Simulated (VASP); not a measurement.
Write the native input for VASP 6.6.1 that does the following.

```
Task                   : single point
Functional             : PBE
Potentials or basis    : VASP PAW PBE potentials, release 64 (Cd, S)
Cutoff                 : 500 eV
k mesh                 : 6 × 6 × 4
Occupations            : gaussian, width 0.01 eV
Spin                   : no spin polarisation
Dipole correction      : no
Further INCAR settings : ALGO = Normal; EDIFF = 1e-06; NBANDS = 26
```

The structure of CdS lies in POSCAR:

```
CdS
1.0
    4.4085296518      0.0000000000      0.0000000000
   -2.2042648259      3.8178986718      0.0000000000
    0.0000000000      0.0000000000      5.7481182114
Cd S
2 2
Direct
    0.3333333333      0.6666666667      0.2500000000
    0.6666666667      0.3333333333      0.7500000000
    0.6666666667      0.3333333333      0.2500000000
    0.3333333333      0.6666666667      0.7500000000
```

One way to write it, as run:

INCAR

```
ALGO     = Normal         # electronic algorithm
EDIFF    = 1E-6           # SCF threshold, eV
ENCUT    = 500            # plane-wave cutoff, eV
GGA      = PE             # functional
GGA_COMPAT= F            
ISIF     = 2              # what is computed and relaxed
ISMEAR   = 0              # smearing method
LASPH    = T              # aspherical terms in the spheres
LCHARG   = F              # write CHGCAR
LREAL    = F              # projectors in reciprocal space
LWAVE    = F              # write WAVECAR
NBANDS   = 26             # bands
NELM     = 120            # most SCF steps
PREC     = Accurate       # precision mode
SIGMA    = 0.01           # smearing width, eV
```

KPOINTS

```
k-points
0
Gamma
  6 6 4
```

Potentials or basis: VASP PAW PBE potentials, release 64 (Cd, S).

Launch:

```bash
$ cat potpaw_PBE.64/Cd/POTCAR potpaw_PBE.64/S/POTCAR > POTCAR
$ mpirun -np 1 vasp_std > vasp.out
```

It gave:

```json
{"Pressure": "1.8 GPa", "Band gap on the k mesh": "0.99 eV, indirect (least direct gap 1.26 eV)"}
```

Run time: 54 s on 1 thread of Intel(R) Xeon(R) Platinum 8259CL CPU @ 2.50GHz (Skylake/Cascade Lake) (shared host), peak memory 0.21 GiB.
